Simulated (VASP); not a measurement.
Here is a VASP 6.6.1 calculation.

INCAR

```
  ALGO = Normal
  EDIFF = 1E-7
  ENCUT = 520
  GGA = PS
  ISIF = 2
  ISMEAR = -1
  IVDW = 12
  LASPH = True
  LCHARG = True
  LELF = True
  LREAL = False
  LVHAR = True
  LWAVE = False
  NBANDS = 43
  NELM = 60
  PREC = Accurate
  SIGMA = 0.05
```

The input KPOINTS:

```
k-points
0
Gamma
  7 7 4
```

File POSCAR:

```
Si2Mo
1.0
    4.5272680515      0.0000000000      0.0000000000
   -2.2636340258      3.9207291423      0.0000000000
    0.0000000000      0.0000000000      6.5094169216
Mo Si
3 6
Direct
    0.5000000000      0.5000000000      0.8333333333
    0.0000000000      0.5000000000      0.1666666667
    0.5000000000      0.0000000000      0.5000000000
    0.1641281121      0.3282562242      0.5000000000
    0.6717437758      0.8358718879      0.1666666667
    0.8358718879      0.1641281121      0.8333333333
    0.8358718879      0.6717437758      0.5000000000
    0.3282562242      0.1641281121      0.1666666667
    0.1641281121      0.8358718879      0.8333333333
```

Potentials or basis: VASP PAW PBE potentials, release 64 (Mo_sv, Si).

Launch:

```console
$ cat potpaw_PBE.64/Mo_sv/POTCAR potpaw_PBE.64/Si/POTCAR > POTCAR
$ mpirun -np 1 vasp_std > vasp.out
```

Question: Estimate the pressure.

Answer: 0.4 GPa.

Question: Estimate the dispersion energy per atom.

Answer: -0.551 eV.

Question: What does it give for the largest force?

Answer: 0.006 eV/Å.

Question: Estimate the band gap on the k mesh.

Answer: 0.25 eV (least direct gap 0.67 eV).

Forces in eV/Å, atoms in the order of the input:
```
Mo   0.000  0.000  0.000
Mo   0.000  0.000  0.000
Mo   0.000  0.000  0.000
Si   0.000 -0.006  0.000
Si   0.005  0.003  0.000
Si   0.005 -0.003  0.000
Si   0.000  0.006  0.000
Si  -0.005 -0.003  0.000
Si  -0.005  0.003  0.000
```

Caveat: the PAW data sets were made with another functional, which shifts forces and pressure a little; an odd mesh through Γ misses points on the zone boundary, where band edges can lie.
